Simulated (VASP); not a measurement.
# CsH (Immm) in VASP: notebook

The runs below take CsH through single point, with LDA.

All numbers are computed with VASP 6.6.1; they aren't measurements. Logs are shortened: lines on timing, memory, paths and dates and some standing lists are left out, and cuts for length are marked.

**1. The cell of the first run**

It takes space group Immm (No. 71, orthorhombic). Conventional cell: a = 4.396 Å, b = 4.621 Å, c = 6.376 Å, α = 90.00°, β = 90.00°, γ = 90.00°. Cs (site symmetry mmm) has 6 H at 3.19 Å within 4.2 Å. H (site symmetry mmm) has 6 Cs at 3.19 Å within 4.2 Å.

**2. Single point, LDA (strain -0.0500 x Voigt [0, 0, 0, 0, 1, 0])**

INCAR

```
SYSTEM = CsH
PREC = Accurate
ENCUT = 520
EDIFF = 1E-6
ISMEAR = 0
SIGMA = 0.05
LREAL = .False.
LASPH = .True.
NELM = 80
ALGO = Normal
ISIF = 2
LWAVE = .False.
LCHARG = .True.
GGA = CA
LELF = .True.
LVHAR = .True.
NBANDS = 12
```

KPOINTS

```
regular mesh
0
Gamma
  8 8 8
  0 0 0
```

POSCAR

```
CsH
1.0
   -0.0797000000      3.1880000000      3.1880000000
    3.1083000000      0.0000000000      3.1083000000
    3.1880000000      3.1880000000     -0.0797000000
Cs H
1 1
Direct
    0.0000000000      0.0000000000      0.0000000000
    0.5000000000      0.5000000000      0.5000000000
```

Potentials or basis: VASP PAW LDA potentials, release 64 (Cs_sv, H).

Launch:

```sh
cat potpaw_LDA.64/Cs_sv/POTCAR potpaw_LDA.64/H/POTCAR > POTCAR
mpirun -np 1 vasp_std > vasp.out
```

OUTCAR:

```text
SYSTEM = CsH
   PREC = Accurate
   ENCUT = 520
   EDIFF = 1E-6
   ISMEAR = 0
   LREAL = .False.
   LASPH = .True.
   NELM = 80
   ISIF = 2
   GGA = CA

 ion  position               nearest neighbor table
   1  0.000  0.000  0.000-
   2  0.500  0.500  0.500-

  LATTYP: Found a body centered orthorhombic cell.
 ALAT       =     4.3958000159
 B/A-ratio  =     1.0512820513
 C/A-ratio  =     1.4504754486

  Lattice vectors:

 A1 = (   3.1880000000,  -3.1880000000,  -0.0797000000)
 A2 = (  -3.1880000000,  -3.1880000000,   0.0797000000)
 A3 = (   0.0797000000,   3.1880000000,  -3.1880000000)

Analysis of symmetry for initial positions (statically):
=====================================================================
 Subroutine PRICEL returns:
 Original cell was already a primitive cell.

 Routine SETGRP: Setting up the symmetry group for a
 body centered orthorhombic supercell.

 Subroutine GETGRP returns: Found  8 space group operations
 (whereof  8 operations were pure point group operations)
 out of a pool of  8 trial point group operations.

The static configuration has the point symmetry D_2h.

Analysis of symmetry for dynamics (positions and initial velocities):
=====================================================================
 Subroutine PRICEL returns:
 Original cell was already a primitive cell.

 Routine SETGRP: Setting up the symmetry group for a
 body centered orthorhombic supercell.

 Subroutine GETGRP returns: Found  8 space group operations
 (whereof  8 operations were pure point group operations)
 out of a pool of  8 trial point group operations.

The dynamic configuration has the point symmetry D_2h.

 Subroutine INISYM returns: Found  8 space group operations
 (whereof  8 operations are pure point group operations),
 and found     1 'primitive' translations

----------------------------------------------------------------------------------------

                                     Primitive cell

  volume of cell :      64.7610

  direct lattice vectors                    reciprocal lattice vectors
    -0.079700000  3.188000000  3.188000000    -0.153012822  0.156838143  0.153012822
     3.108300000  0.000000000  3.108300000     0.160859634 -0.156838143  0.160859634
     3.188000000  3.188000000 -0.079700000     0.153012822  0.156838143 -0.153012822

  length of vectors
     4.509217237  4.395800016  4.509217237     0.267252784  0.276314760  0.267252784

  position of ions in fractional coordinates (direct lattice)
     0.000000000  0.000000000  0.000000000
     0.500000000  0.500000000  0.500000000
[... 88 lines left out ...]
   NELECT =      10.0000    total number of electrons
   NUPDOWN=      -1.0000    fix difference up-down
   EMIN   =  10.00;   EMAX   =-10.00  energy-range for DOS
   EFERMI =   0.00;   METHOD = LEGACY
   ISMEAR =     0;   SIGMA  =   0.05  broadening in eV -4-tet -1-fermi 0-gaus
   EFERMI_NEDOS =   21; number of points for ismear=-14 and -15
   IALGO  =     38    algorithm
   IMIX   =      4    mixing-type and parameters
     AMIX     =   0.40;   BMIX     =  1.00
     AMIX_MAG =   1.60;   BMIX_MAG =  1.00
  volume/ion in A,a.u.               =      32.38       218.51
  Fermi-wavevector in a.u.,A,eV,Ry     =   0.878288  1.659724 10.495399  0.771390
  Thomas-Fermi vector in A             =   1.998354
   LORBIT       =      0    0 simple, 1 ext, 2 COOP (PROOUT), +10 PAW based schemes
   GGA     = CA    functional components
   LHFCALC =     F    Hartree Fock is set to
   AEXX    =    0.0000 exact exchange contribution
   IVDW    =     0    specifies the selected vdW correction
   LEPSILON=     F    determine dielectric tensor
   LRPA    =     F    only Hartree local field effects (RPA)
 non-spin polarized calculation
 Gauss-broadening in eV      SIGMA  =   0.05
  energy-cutoff  :      520.00
  volume of cell :       64.76
 maximum number of plane-waves:      1766
 NGX is ok and might be reduce to    36
   NGX = 17   NGY = 17   NGZ = 17

 number of electron      10.0000001 magnetization

 Free energy of the ion-electron system (eV)
  ---------------------------------------------------
  ext. energy  EPLUGINS =         0.00000000
  ---------------------------------------------------
  free energy    TOTEN  =        -4.88931623 eV

  energy without entropy =       -4.88931623  energy(sigma->0) =       -4.88931623

 E-fermi :   0.2814     XC(G=0):  -7.5330

 val. band max:        0.0506868033   @ k =   0.0000   0.5000  -0.0000
 cond. band min:       1.9561626609   @ k =   0.5000   0.0000   0.0000
 fundamental gap:      1.9054758576
 Fermi energy:         0.2814268943

 k-point     1 :       0.0000    0.0000    0.0000
  band No.  band energies     occupation
      1     -21.4193      2.00000
      2      -7.8805      2.00000
      3      -7.8670      2.00000
      4      -7.8444      2.00000
      5      -1.8361      2.00000
      6       4.7909      0.00000
      7       4.9461      0.00000
      8       5.2544      0.00000
      9       5.7545      0.00000
     10       6.8455      0.00000
     11       6.8459      0.00000
     12       8.5370      0.00000
[... 331 lines left out ...]
 k-point    24 :       0.2500    0.3750    0.0000
  band No.  band energies     occupation
      1     -21.3398      2.00000
      2      -8.5004      2.00000
      3      -8.0643      2.00000
      4      -8.0559      2.00000
      5      -0.8478      2.00000
      6       3.3368      0.00000
      7       4.0043      0.00000
      8       5.9621      0.00000
      9       6.3164      0.00000
     10       7.4116      0.00000
     11       8.0011      0.00000
     12      10.6994      0.00000

 [... further k-points ...]

------------------------ aborting loop because EDIFF is reached ----------------------------------------

  FORCE on cell =-STRESS in cart. coord.  units (eV):
  Direction    XX          YY          ZZ          XY          YZ          ZX
  --------------------------------------------------------------------------------------
  -------------------------------------------------------------------------------------
  Total       -0.5001277     -0.5053395     -0.5001277     -0.0000000      0.0000000      0.1107899
  in kB      -12.3730884    -12.5020254    -12.3730884     -0.0000000      0.0000000      2.7409270
  external PRESSURE =     -12.4160674 kB  Pullay stress =       0.0000000 kB

 VOLUME and BASIS-vectors are now :
 -----------------------------------------------------------------------------
  energy-cutoff  :      520.00
  volume of cell :       64.76
      direct lattice vectors                 reciprocal lattice vectors
    -0.079700000  3.188000000  3.188000000    -0.153012822  0.156838143  0.153012822
     3.108300000  0.000000000  3.108300000     0.160859634 -0.156838143  0.160859634
     3.188000000  3.188000000 -0.079700000     0.153012822  0.156838143 -0.153012822

 POSITION                                       TOTAL-FORCE (eV/Angst)
 -----------------------------------------------------------------------------------
      0.00000      0.00000      0.00000         0.000000      0.000000      0.000000
      3.10830      3.18800      3.10830        -0.000000     -0.000000     -0.000000
 -----------------------------------------------------------------------------------
    total drift:                               -0.000000      0.000000      0.000000

  FREE ENERGIE OF THE ION-ELECTRON SYSTEM (eV)
  ---------------------------------------------------
  free  energy   TOTEN  =        -4.8893162278 eV

  energy  without entropy=       -4.8893162278  energy(sigma->0) =       -4.88931623
```

stdout:

```text
POSCAR found type information on POSCAR CsH
 POSCAR found :  2 types and       2 ions
 scaLAPACK will be used
 LDA part: xc-table for (Slater(with rela. corr.)+CA(PZ))
 , standard interpolation
 POSCAR, INCAR and KPOINTS ok, starting setup
 FFT: planning ... GRIDC
 FFT: planning ... GRID_SOFT
 FFT: planning ... GRID
 WAVECAR not read
 entering main loop
```

Run time: 93 s. Hardware: 1 thread of Intel Xeon 8259CL, shared host; peak memory 0.22 GiB.

Results:

```
Free energy            : -4.8893 eV
Pressure               : -1.2 GPa
Band gap on the k mesh : 1.91 eV (least direct gap 1.94 eV)
```

Levels at points of the mesh, in eV from the valence-band top:
```
           k point  band 2  band 3  band 4  band 5  band 6  band 7  band 8  band 9
(0.00, 0.00, 0.00)   -7.93   -7.92   -7.90   -1.89    4.74    4.90    5.20    5.70
(0.50, 0.00, 0.00)   -8.77   -7.99   -7.99   -0.03    1.91    4.44    4.77    6.99
(0.00, 0.50, 0.00)   -8.81   -8.03   -8.03    0.00    1.94    4.31    4.62    6.99
(0.50, 0.50, 0.00)   -8.68   -8.20   -8.19   -1.23    2.84    5.30    7.79    8.06
(0.50, 0.00, 0.50)   -8.66   -8.24   -8.16   -1.24    2.84    5.29    7.83    7.85
```

Caveat: the cell differs from its parent crystal (strain -0.0500 x Voigt [0, 0, 0, 0, 1, 0]); spin-orbit coupling is left out, which moves the levels of the heavy elements.

**3. Single point, LDA (strain +0.0250 x Voigt [0, 0, 0, 0, 1, 0])**

INCAR

```
SYSTEM = CsH
ALGO = Normal
EDIFF = 1E-6
ENCUT = 520
ISIF = 2
ISMEAR = 0
LASPH = .TRUE.
LCHARG = .FALSE.
LREAL = .FALSE.
LWAVE = .FALSE.
NBANDS = 12
NELM = 80
PREC = Accurate
SIGMA = 0.05
```

KPOINTS

```
k-points
0
G
  8 8 8
  0 0 0
```

POSCAR

```
CsH
1.0
    0.0398500000      3.1880000000      3.1880000000
    3.2278500000      0.0000000000      3.2278500000
    3.1880000000      3.1880000000      0.0398500000
Cs H
1 1
Direct
    0.0000000000      0.0000000000      0.0000000000
    0.5000000000      0.5000000000      0.5000000000
```

Potentials or basis: VASP PAW LDA potentials, release 64 (Cs_sv, H).

Launch:

```sh
cat potpaw_LDA.64/Cs_sv/POTCAR potpaw_LDA.64/H/POTCAR > POTCAR
mpirun -np 1 vasp_std > vasp.out
```

Wall time 90 s (1 thread of Intel Xeon 8259CL, shared host); peak memory 0.22 GiB.

The run converged. Its results:

| Property | Result |
| --- | --- |
| Free energy | -4.8912 eV |
| Pressure | -1.2 GPa |
| Band gap on the k mesh | 1.92 eV (least direct gap 1.94 eV) |

Stress tensor (GPa, compression positive):
```
-1.24  0.00 -0.14
 0.00 -1.24  0.00
-0.14  0.00 -1.24
```

Levels at points of the mesh, in eV from the valence-band top:
```csv
k point,band 2,band 3,band 4,band 5,band 6,band 7,band 8,band 9
"(0.00, 0.00, 0.00)",-7.91,-7.91,-7.90,-1.88,4.86,4.95,5.09,5.67
"(0.50, 0.00, 0.00)",-8.79,-8.01,-8.01,0.00,1.94,4.43,4.58,6.98
"(0.00, 0.50, 0.00)",-8.77,-7.99,-7.99,-0.02,1.92,4.49,4.66,6.98
"(0.50, 0.50, 0.00)",-8.65,-8.19,-8.19,-1.23,2.85,5.30,7.83,8.07
"(0.50, 0.00, 0.50)",-8.65,-8.21,-8.17,-1.23,2.85,5.30,7.85,7.95
```

Caveat: the cell differs from its parent crystal (strain +0.0250 x Voigt [0, 0, 0, 0, 1, 0]); spin-orbit coupling is left out, which moves the levels of the heavy elements. A k mesh can miss the band edges.
